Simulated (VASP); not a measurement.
A run of VASP 6.6.1 is set up as follows.

INCAR

```
SYSTEM = Rb
ALGO = Normal
EDIFF = 1E-6
ENCUT = 520
GGA = PE
ISIF = 2
ISMEAR = 0
LASPH = .True.
LCHARG = .False.
LREAL = .False.
LWAVE = .False.
NBANDS = 10
NELM = 100
PREC = Accurate
SIGMA = 0.1
```

KPOINTS

```
k-points
0
Gamma
  10 10 10
  0 0 0
```

Contents of POSCAR:

```
Rb
1.0
   -2.8350111679      2.8350111679      2.8350111679
    2.8350111679     -2.8350111679      2.8350111679
    2.8350111679      2.8350111679     -2.8350111679
Rb
1
Direct
    0.0000000000      0.0000000000      0.0000000000
```

Potentials or basis: VASP PAW PBE potentials, release 64 (Rb_sv).

Launch:

```console
$ cat potpaw_PBE.64/Rb_sv/POTCAR > POTCAR
$ mpirun -np 1 vasp_std > vasp.out
```

(1) Predict the band gap on the k mesh.

(2) What does it give for the pressure?

## Answers

(1) zero (an odd number of electrons rules out a gap without spin polarisation).

(2) 0.0 GPa.
